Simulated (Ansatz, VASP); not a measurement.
One calculation of Os, two programs

```xyz
2
Lattice="2.7877 0.0000 0.0000 -1.3939 2.4142 0.0000 0.0000 0.0000 4.4044" Properties=species:S:1:pos:R:3 pbc="T T T"
Os    0.0000    1.6095    1.1011
Os    1.3939    0.8047    3.3033
```

Change from the starting cell: volume scaled by 1.06.

Alike in both runs: task single point; functional PBE; k mesh 15 × 15 × 9; occupations fermi-dirac, width 0.05 eV; no spin polarisation.

|  | VASP | Ansatz |
| --- | --- | --- |
| version | VASP 6.6.1 | Ansatz 0.2.0 |
| potentials or method | VASP PAW PBE potentials, release 64 (Os), cutoff 520 eV | all-electron LAPW, scalar-relativistic |

Ansatz gave:

```
pressure (GPa)                                                : -13.6
traceless stress, the component that is largest in VASP (GPa) : -0.44
```

Task: What did VASP give for the same quantities?

Result: Pressure (GPa): -14.0; traceless stress, the component that is largest in VASP (GPa): -0.51.

Ansatz ran all-electron here, and VASP with PAW potentials.

Spin-orbit coupling is off throughout.
